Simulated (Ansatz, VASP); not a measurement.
Two plane-wave programs on Ge2Sb2O

```
Ge Sb O
1.0
     4.73719    0.00000    0.00000
    -2.36860    4.10253    0.00000
     0.00000    0.00000    6.99728
Ge Sb O
2 2 1
Direct
  0.33333 0.66667 0.00000
  0.66667 0.33333 0.00000
  0.00000 0.00000 0.70829
  0.00000 0.00000 0.29171
  0.00000 0.00000 0.00000
```

Alike in both runs: functional PBE; k mesh 6 × 6 × 4; occupations gaussian, width 0.1 eV; no spin polarisation.

Ansatz relaxed the structure, and its values are those at the end. VASP's run is a single point on that final structure, the one shown.

|  | VASP | Ansatz |
| --- | --- | --- |
| version | VASP 6.6.1 | Ansatz 0.2.0 |
| potentials or method | VASP PAW PBE potentials, release 64 (Ge_d, Sb, O), cutoff 600 eV | scalar-relativistic, plane waves, PAW |
| valence electrons in the cell | 44 | 64 |

Ansatz gave:

| Property | Result |
| --- | --- |
| gap on the k mesh at the Fermi level (eV) | none |
| pressure (GPa) | 0.0 |
| rms of the force components (eV/Å) | 0.001 |

Q: Which values does VASP return?

A: gap on the k mesh at the Fermi level (eV): none; pressure (GPa): -0.1; rms of the force components (eV/Å): 0.004.

A gap of «none» marks a metal or a gap that the smearing closes. VASP's potentials hold 44 valence electrons a cell and Ansatz's 64, so a difference there can come from the potentials and not from the codes.

Spin-orbit coupling is off throughout.
